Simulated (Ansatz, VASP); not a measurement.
## Two plane-wave programs on NiGe3

```
Ge Ni
1.0
     4.03517    0.00000    0.00000
     0.00000    4.03517    0.00000
     0.00000    0.00000    4.03517
Ge Ni
3 1
Direct
  0.00000 0.50000 0.50000
  0.50000 0.00000 0.50000
  0.50000 0.50000 0.00000
  0.00000 0.00000 0.00000
```

Alike in both runs: task single point; functional r2SCAN; k mesh 10 × 10 × 10; occupations gaussian, width 0.1 eV; no spin polarisation.

```csv
,VASP,Ansatz
version,VASP 6.6.1,Ansatz 0.2.0
potentials or method,"VASP PAW PBE potentials, release 64 (Ge_d, Ni), cutoff 520 eV","scalar-relativistic, plane waves, PAW"
valence electrons in the cell,52,60
```

Ansatz gave:

| Item | Value |
| --- | --- |
| gap on the k mesh at the Fermi level (eV) | none |
| pressure (GPa) | -3.3 |

Task: Estimate VASP's values.

Result: gap on the k mesh at the Fermi level (eV): none; pressure (GPa): -3.4.

VASP's potentials were made for PBE, not for r2SCAN. A gap of «none» marks a metal or a gap that the smearing closes. With one functional, cell and mesh, what is left measures potentials, basis and numerics. VASP's potentials hold 52 valence electrons a cell and Ansatz's 60, so a difference there can come from the potentials and not from the codes.
